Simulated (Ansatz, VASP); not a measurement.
Al: VASP beside Ansatz

```
CELL_PARAMETERS angstrom
0.00000 -2.02398 -2.02398
-2.02398 0.00000 -2.02398
2.02398 2.02398 -4.04796
ATOMIC_POSITIONS crystal
Al 0.47863 0.47863 0.56418
Al 0.02137 0.02137 0.93582
```

Change from the starting cell: mode 6 (315.7 1/cm) frozen in, largest displacement -0.300 Å.

Alike in both runs: task single point; functional PBE; k mesh 18 × 18 × 20; occupations gaussian, width 0.15 eV; no spin polarisation.

```csv
,VASP,Ansatz
version,VASP 6.6.1,Ansatz 0.2.0
potentials or method,"VASP PAW PBE potentials, release 64 (Al), cutoff 520 eV","scalar-relativistic, plane waves, PAW"
valence electrons in the cell,6,6
```

```tsv
	VASP	Ansatz	Ansatz less VASP
gap on the k mesh at the Fermi level (eV)	none	none	-
pressure (GPa)	14.7	14.7	+0.03
traceless stress, the component that is largest in VASP (GPa)	-3.51	-3.51	0.000
rms of the force components (eV/Å)	2.431	2.430	-0.0010
```

Atom by atom the forces differ by 0.001 eV/Å (rms over components). A gap of «none» marks a metal or a gap that the smearing closes. With one functional, cell and mesh, what is left measures potentials, basis and numerics.
